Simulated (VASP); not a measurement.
Here is a VASP 6.6.1 calculation.

File INCAR:

```
PREC = Accurate ; ENCUT = 520
EDIFF = 1E-6 ; ISMEAR = 0
SIGMA = 0.1 ; LREAL = False
LASPH = True ; NELM = 150
ALGO = Normal ; ISIF = 2
LWAVE = False ; LCHARG = True
ISPIN = 2 ; MAGMOM = 0.5 0
LORBIT = 11 ; LMAXMIX = 4
GGA = PS ; LELF = True
LVHAR = True ; NBANDS = 18
```

Contents of KPOINTS:

```
Automatic mesh
0
Gamma
  16 16 16
```

POSCAR

```
CoO
1.0
    2.5724609762      0.0000000000      0.0000000000
    0.0000000000      2.5724609762      0.0000000000
    0.0000000000      0.0000000000      2.5724609762
Co O
1 1
Direct
    0.0000000000      0.0000000000      0.0000000000
    0.5000000000      0.5000000000      0.5000000000
```

Potentials or basis: VASP PAW PBE potentials, release 64 (Co, O).

The run is started by

```console
$ cat potpaw_PBE.64/Co/POTCAR potpaw_PBE.64/O/POTCAR > POTCAR
$ mpirun -np 1 vasp_std > vasp.out
```

(1) What does it give for the net moment?

(2) What does it give for the band gap on the k mesh?

(3) What does it give for the pressure?

(4) Estimate the site moments.

Answers

(1) 3.00 μB per cell.

(2) zero (filled and empty bands overlap).

(3) -0.4 GPa.

(4) Co +2.48; O +0.46 μB.

Caveat: the PAW data sets were made with another functional, which shifts forces and pressure a little; a cell with one magnetic atom can't hold antiferromagnetic order, which such compounds often take; semilocal functionals often make such compounds metallic where correlation or magnetic order opens a gap, which also shifts bond lengths.
